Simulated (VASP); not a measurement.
# Co (P6_3/mmc) in VASP: single point with r2SCAN

Aim: the single point of Co with r2SCAN.

Everything below comes from runs of VASP 6.6.1. Logs are shortened: lines on timing, memory, paths and dates and some standing lists are left out, and cuts for length are marked.

## (1) The cell of the first run

The structure is hexagonal, space group P6_3/mmc (No. 194). The conventional cell has a = 2.472 Å, b = 2.472 Å, c = 4.016 Å, α = 90.00°, β = 90.00°, γ = 120.00°. Co (site symmetry -6m2) has 12 Co at 2.46 to 2.47 Å within 3.3 Å.

## (2) Single point, r2SCAN, collinear spin, antiferromagnetic start

POSCAR reads:

```
Co
1.0
    2.4724010133      0.0000000000      0.0000000000
   -1.2362005067      2.1411620858      0.0000000000
    0.0000000000      0.0000000000      8.0326172545
Co
4
Direct
    0.3333333333      0.6666666667      0.1250000000
    0.6666666667      0.3333333333      0.3750000000
    0.3333333333      0.6666666667      0.6250000000
    0.6666666667      0.3333333333      0.8750000000
```

INCAR.step1 reads:

```
PREC = Accurate ; ENCUT = 520
ISMEAR = 0 ; SIGMA = 0.05
LREAL = F ; LASPH = T
NELM = 150 ; ISPIN = 2
MAGMOM = 1.5 1.5 -1.5 -1.5 ; LMAXMIX = 4
NBANDS = 30 ; GGA = PE
ALGO = Normal ; EDIFF = 1E-4
LWAVE = T ; LCHARG = F
```

INCAR.step2 reads:

```
PREC = Accurate ; ENCUT = 520
EDIFF = 1E-6 ; ISMEAR = 0
SIGMA = 0.05 ; LREAL = F
LASPH = T ; NELM = 150
ALGO = Normal ; ISIF = 2
LWAVE = F ; LCHARG = T
ISPIN = 2 ; MAGMOM = 1.5 1.5 -1.5 -1.5
LORBIT = 11 ; LMAXMIX = 4
METAGGA = R2SCAN ; LMIXTAU = T
LELF = T ; LVHAR = T
NBANDS = 30 ; ISTART = 1
```

KPOINTS reads:

```
Automatic mesh
0
Gamma
  16 16 6
```

Potentials or basis: VASP PAW PBE potentials, release 64 (Co).

On the command line:

```
> cat potpaw_PBE.64/Co/POTCAR > POTCAR
> cp INCAR.step1 INCAR
> mpirun -np 1 vasp_std > vasp.out
> cp INCAR.step2 INCAR
> mpirun -np 1 vasp_std > vasp.out
```

OUTCAR:

```text
PREC = Accurate
   ENCUT = 520
   EDIFF = 1E-6
   ISMEAR = 0
   LREAL = F
   LASPH = T
   NELM = 150
   ISIF = 2
   ISPIN = 2
   LORBIT = 11
   METAGGA = R2SCAN
   ISTART = 1

 ion  position               nearest neighbor table
   1  0.333  0.667  0.125-   2 2.46   4 2.46   2 2.46   4 2.46   2 2.46   4 2.46
   2  0.667  0.333  0.375-   1 2.46   3 2.46   1 2.46   3 2.46   1 2.46   3 2.46
   3  0.333  0.667  0.625-   2 2.46   4 2.46   2 2.46   4 2.46   2 2.46   4 2.46
   4  0.667  0.333  0.875-   1 2.46   3 2.46   1 2.46   3 2.46   1 2.46   3 2.46

  LATTYP: Found a hexagonal cell.
 ALAT       =     2.4724010133
 C/A-ratio  =     3.2489135910

  Lattice vectors:

 A1 = (   2.4724010133,   0.0000000000,   0.0000000000)
 A2 = (  -1.2362005067,   2.1411620858,   0.0000000000)
 A3 = (   0.0000000000,   0.0000000000,   8.0326172545)

Analysis of symmetry for initial positions (statically):
=====================================================================
 Subroutine PRICEL returns following result:

  LATTYP: Found a hexagonal cell.
 ALAT       =     2.4724010133
 C/A-ratio  =     1.6244567955
[... 12 lines left out ...]
 Subroutine GETGRP returns: Found 24 space group operations
 (whereof 12 operations were pure point group operations)
 out of a pool of 24 trial point group operations.

The static configuration has the point symmetry D_3d.
 The point group associated with its full space group is D_6h.

Analysis of symmetry for dynamics (positions and initial velocities):
=====================================================================
 Subroutine PRICEL returns following result:

  LATTYP: Found a hexagonal cell.
 ALAT       =     2.4724010133
 C/A-ratio  =     1.6244567955
[... 12 lines left out ...]
 Subroutine GETGRP returns: Found 24 space group operations
 (whereof 12 operations were pure point group operations)
 out of a pool of 24 trial point group operations.

The dynamic configuration has the point symmetry D_3d.
 The point group associated with its full space group is D_6h.

Analysis of structural, dynamic, and magnetic symmetry:
=====================================================================
 Subroutine PRICEL returns following result:

  LATTYP: Found a hexagonal cell.
 ALAT       =     2.4724010133
 C/A-ratio  =     1.6244567955
[... 12 lines left out ...]
 Subroutine GETGRP returns: Found 12 space group operations
 (whereof 12 operations were pure point group operations)
 out of a pool of 24 trial point group operations.

The overall configuration has the point symmetry D_3d.

 Subroutine INISYM returns: Found 12 space group operations
 (whereof 12 operations are pure point group operations),
 and found     2 'primitive' translations

----------------------------------------------------------------------------------------

                                     Primitive cell

  volume of cell :      21.2616

  direct lattice vectors                    reciprocal lattice vectors
     2.472401013  0.000000000  0.000000000     0.404465131  0.233518052  0.000000000
    -1.236200507  2.141162086  0.000000000     0.000000000  0.467036105  0.000000000
     0.000000000  0.000000000  4.016308627     0.000000000  0.000000000  0.248984850

  length of vectors
     2.472401013  2.472401013  4.016308627     0.467036105  0.467036105  0.248984850

  position of ions in fractional coordinates (direct lattice)
     0.333333333  0.666666667  0.250000000
     0.666666667  0.333333333  0.750000000

  ion indices of the primitive-cell ions
   primitive index   ion index
                 1           1
                 2           2

----------------------------------------------------------------------------------------

 KPOINTS: Automatic mesh

Automatic generation of k-mesh.
 Grid dimensions read from file:
 generate k-points for:   16   16    6

 Generating k-lattice:

  Cartesian coordinates                     Fractional coordinates (reciprocal lattice)
     0.025279071  0.014594878  0.000000000     0.062500000  0.000000000  0.000000000
     0.000000000  0.029189757  0.000000000     0.000000000  0.062500000  0.000000000
     0.000000000  0.000000000  0.020748737     0.000000000  0.000000000  0.166666667

  Length of vectors
     0.029189757  0.029189757  0.020748737

  Shift w.r.t. Gamma in fractional coordinates (k-lattice)
     0.000000000  0.000000000  0.000000000

 Subroutine IBZKPT returns following result:
 ===========================================

 Found    162 irreducible k-points:

 Following reciprocal coordinates:
            Coordinates               Weight
  0.000000  0.000000  0.000000      1.000000
  0.062500  0.000000  0.000000      6.000000
  0.125000  0.000000  0.000000      6.000000
  0.187500 -0.000000  0.000000      6.000000
  0.250000  0.000000  0.000000      6.000000
  0.312500 -0.000000  0.000000      6.000000
[... 16 lines left out ...]
  0.187500  0.187500  0.000000      6.000000
  0.250000  0.187500  0.000000     12.000000
 [... further k-points ...]
   k-points           NKPTS =    162   k-points in BZ     NKDIM =    162   number of bands    NBANDS=     30
   number of dos      NEDOS =    301   number of ions     NIONS =      4
   total plane-waves  NPLWV =  19440
   dimension x,y,z NGX =    18 NGY =   18 NGZ =   60
   dimension x,y,z NGXF=    36 NGYF=   36 NGZF=  120
   ions per type =               4
   NGX,Y,Z   is equivalent  to a cutoff of  12.10, 12.10, 12.42 a.u.
   NGXF,Y,Z  is equivalent  to a cutoff of  24.21, 24.21, 24.84 a.u.
 SYSTEM =  unknown system
   PREC   = accura    normal or accurate (medium, high low for compatibility)
   ISTART =      1    job   : 0-new  1-cont  2-samecut
   ICHARG =      0    charge: 1-file 2-atom 10-const
   ISPIN  =      2    spin polarized calculation?
   LNONCOLLINEAR =      F non collinear calculations
   LSORBIT =      F    spin-orbit coupling
   LASPH  =      T    aspherical Exc in radial PAW
   ENCUT  =  520.0 eV  38.22 Ry    6.18 a.u.   4.60  4.60 14.94*2*pi/ulx,y,z
   NELM   =    150;   NELMIN=  2; NELMDL=  0     # of ELM steps
   EDIFF  = 0.1E-05   stopping-criterion for ELM
   LREAL  =      F    real-space projection
   EDIFFG = 0.1E-04   stopping-criterion for IOM
   NSW    =      0    number of steps for IOM
   IBRION =     -1    ionic relax: 0-MD 1-quasi-New 2-CG
   NFREE  =      0    steps in history (QN), initial steepest desc. (CG)
   ISIF   =      2    stress and relaxation
   ISYM   =      2    0-nonsym 1-usesym 2-fastsym
   POTIM  = 0.5000    time-step for ionic-motion
   TEBEG  =    0.0;   TEEND  =   0.0 temperature during run
   PSTRESS=    0.0 pullay stress
   NELECT =      36.0000    total number of electrons
   NUPDOWN=      -1.0000    fix difference up-down
   EMIN   =  10.00;   EMAX   =-10.00  energy-range for DOS
   EFERMI =   0.00;   METHOD = LEGACY
   ISMEAR =     0;   SIGMA  =   0.05  broadening in eV -4-tet -1-fermi 0-gaus
   EFERMI_NEDOS =   21; number of points for ismear=-14 and -15
   IALGO  =     38    algorithm
   IMIX   =      4    mixing-type and parameters
     AMIX     =   0.40;   BMIX     =  1.00
     AMIX_MAG =   1.60;   BMIX_MAG =  1.00
  volume/ion in A,a.u.               =      10.63        71.74
  Fermi-wavevector in a.u.,A,eV,Ry     =   1.548699  2.926618 32.633167  2.398470
  Thomas-Fermi vector in A             =   2.653612
   LORBIT       =     11    0 simple, 1 ext, 2 COOP (PROOUT), +10 PAW based schemes
   METAGGA = R2SCAN    functional components
   LHFCALC =     F    Hartree Fock is set to
   AEXX    =    0.0000 exact exchange contribution
   IVDW    =     0    specifies the selected vdW correction
   LEPSILON=     F    determine dielectric tensor
   LRPA    =     F    only Hartree local field effects (RPA)
 spin polarized calculation
 Gauss-broadening in eV      SIGMA  =   0.05
  energy-cutoff  :      520.00
  volume of cell :       42.52
 maximum number of plane-waves:      1168
   NGX =  9   NGY =  9   NGZ = 29

 number of electron      35.9999977 magnetization       0.0000000

 number of electron      35.9999977 magnetization      -0.0000000

 Free energy of the ion-electron system (eV)
  ---------------------------------------------------
  ext. energy  EPLUGINS =         0.00000000
  ---------------------------------------------------
  free energy    TOTEN  =       -52.14032111 eV

  energy without entropy =      -52.13786758  energy(sigma->0) =      -52.13909435

 E-fermi :  10.6122     XC(G=0): -14.7984

 val. band max:       10.6091896866   @ k =   0.4375   0.0000   0.5000
 cond. band min:      10.6185382014   @ k =   0.4375   0.0000   0.3333
 fundamental gap:      0.0093485148
 Fermi energy:        10.6122159611

 spin component 1

 k-point     1 :       0.0000    0.0000    0.0000
  band No.  band energies     occupation
      1       0.8554      1.00000
      2       3.2521      1.00000
      3       3.2894      1.00000
      4       5.1351      1.00000
      5       7.0740      1.00000
      6       7.2805      1.00000
[... 781 lines left out ...]
     29      22.8028      0.00000
     30      24.8365      0.00000

 [... further k-points ...]

 spin component 2

 k-point     1 :       0.0000    0.0000    0.0000
  band No.  band energies     occupation
      1       0.8554      1.00000
      2       3.2521      1.00000
      3       3.2894      1.00000
      4       5.1351      1.00000
      5       7.0740      1.00000
      6       7.2805      1.00000
[... 781 lines left out ...]
     29      22.8028      0.00000
     30      24.8365      0.00000

 [... further k-points ...]

------------------------ aborting loop because EDIFF is reached ----------------------------------------

  FORCE on cell =-STRESS in cart. coord.  units (eV):
  Direction    XX          YY          ZZ          XY          YZ          ZX
  --------------------------------------------------------------------------------------
  -------------------------------------------------------------------------------------
  Total       -0.0068138     -0.0068138      0.9598288      0.0000000      0.0000000      0.0000000
  in kB       -0.2567294     -0.2567294     36.1641978      0.0000000      0.0000000      0.0000000
  external PRESSURE =      11.8835797 kB  Pullay stress =       0.0000000 kB

 VOLUME and BASIS-vectors are now :
 -----------------------------------------------------------------------------
  energy-cutoff  :      520.00
  volume of cell :       42.52
      direct lattice vectors                 reciprocal lattice vectors
     2.472401013  0.000000000  0.000000000     0.404465131  0.233518052  0.000000000
    -1.236200507  2.141162086  0.000000000     0.000000000  0.467036105  0.000000000
     0.000000000  0.000000000  8.032617254     0.000000000  0.000000000  0.124492425

 POSITION                                       TOTAL-FORCE (eV/Angst)
 -----------------------------------------------------------------------------------
     -0.00000      1.42744      1.00408        -0.000000     -0.000000      1.187076
      1.23620      0.71372      3.01223         0.000000      0.000000     -1.187076
     -0.00000      1.42744      5.02039        -0.000000     -0.000000      1.187076
      1.23620      0.71372      7.02854         0.000000      0.000000     -1.187076
 -----------------------------------------------------------------------------------
    total drift:                                0.000000     -0.000000      0.000000

  FREE ENERGIE OF THE ION-ELECTRON SYSTEM (eV)
  ---------------------------------------------------
  free  energy   TOTEN  =       -52.1403211116 eV

  energy  without entropy=      -52.1378675810  energy(sigma->0) =      -52.13909435

 total charge

# of ion       s       p       d       tot
------------------------------------------
    1        0.523   0.581   7.236   8.340
    2        0.523   0.581   7.236   8.340
    3        0.523   0.581   7.236   8.340
    4        0.523   0.581   7.236   8.340
--------------------------------------------------
tot          2.090   2.324  28.944  33.359

 magnetization (x)

# of ion       s       p       d       tot
------------------------------------------
    1        0.004  -0.027   1.808   1.785
    2        0.004  -0.027   1.808   1.785
    3       -0.004   0.027  -1.808  -1.785
    4       -0.004   0.027  -1.808  -1.785
--------------------------------------------------
tot          0.000   0.000   0.000   0.000
```

Run time: 44 min. Hardware: 1 thread of Oxide Virtual Turin-like, shared host; peak memory 0.35 GiB.

Results:

| Item | Value |
| --- | --- |
| Free energy | -52.1403 eV |
| Pressure | 1.2 GPa |
| Largest force | 1.187 eV/Å |
| Band gap on the k mesh | zero (filled and empty bands overlap) |
| Net moment | 0.00 μB per cell |
| Site moments | Co +1.78, -1.78 (each value once) μB |
| Valence electrons inside the program's atomic spheres | Co 8.34 |

Forces on the atoms (eV/Å):
```
Co   0.000  0.000  1.187
Co   0.000  0.000 -1.187
Co   0.000  0.000  1.187
Co   0.000  0.000 -1.187
```

Stress tensor (GPa, compression positive):
```
-0.03  0.00  0.00
 0.00 -0.03  0.00
 0.00  0.00  3.62
```

Levels at points of the mesh, in eV from the Fermi level:
Spin up:
```tsv
k point	band 16	band 17	band 18	band 19	band 20	band 21
(0.00, 0.00, 0.00)	-0.85	-0.85	-0.74	-0.74	-0.54	0.58
(0.50, 0.00, 0.00)	-0.43	-0.37	0.91	1.24	1.44	1.52
(0.00, 0.00, 0.50)	-1.40	-0.82	-0.82	-0.79	-0.79	0.58
(0.50, 0.00, 0.50)	-0.33	-0.20	0.68	0.85	1.43	1.45
```
Spin down:
| k point | band 14 | band 15 | band 16 | band 17 | band 18 | band 19 | band 20 | band 21 | band 22 | band 23 |
| --- | --- | --- | --- | --- | --- | --- | --- | --- | --- | --- |
| (0.00, 0.00, 0.00) | -1.87 | -1.42 | -0.85 | -0.85 | -0.74 | -0.74 | -0.54 | 0.58 | 0.58 | 0.97 |
| (0.50, 0.00, 0.00) | -1.21 | -0.61 | -0.43 | -0.37 | 0.91 | 1.24 | 1.44 | 1.52 | 1.67 | 2.24 |
| (0.00, 0.00, 0.50) | -1.84 | -1.42 | -1.40 | -0.82 | -0.82 | -0.79 | -0.79 | 0.58 | 0.58 | 0.98 |
| (0.50, 0.00, 0.50) | -1.09 | -0.58 | -0.33 | -0.20 | 0.68 | 0.85 | 1.43 | 1.45 | 1.51 | 3.10 |

Caveat: the antiferromagnetic order is the one typed at the start, and another may lie lower; the PAW data sets were made with another functional, which shifts forces and pressure a little.
